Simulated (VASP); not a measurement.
Input of a VASP 6.6.1 run:

Contents of INCAR:

```
  ALGO = Normal
  EDIFF = 1E-6
  ENCUT = 520
  GGA = PE
  ISIF = 2
  ISMEAR = -1
  LASPH = T
  LCHARG = T
  LELF = T
  LREAL = F
  LVHAR = T
  LWAVE = F
  NBANDS = 17
  NELM = 80
  PREC = Accurate
  SIGMA = 0.08
```

The input KPOINTS:

```
k-points
0
Gamma
  17 17 17
```

Contents of POSCAR:

```
Hf
1.0
   -2.2935160152      2.2935160152      1.2605856767
    2.2935160152     -2.2935160152      1.2605856767
    2.2935160152      2.2935160152     -1.2605856767
Hf
2
Direct
   -0.3750000000     -0.1250000000     -0.2500000000
    0.3750000000      0.1250000000      0.2500000000
```

Potentials or basis: VASP PAW PBE potentials, release 64 (Hf_pv).

Run with:

```sh
$ cat potpaw_PBE.64/Hf_pv/POTCAR > POTCAR
$ mpirun -np 1 vasp_std > vasp.out
```

(1) Estimate the pressure.

(2) Predict the band gap on the k mesh.

Results:

(1) 137.2 GPa.

(2) zero (band 10 reaches 9.58 eV, above the bottom of band 11 at 7.32 eV).

Caveat: spin-orbit coupling is left out, which moves the levels of the heavy elements.
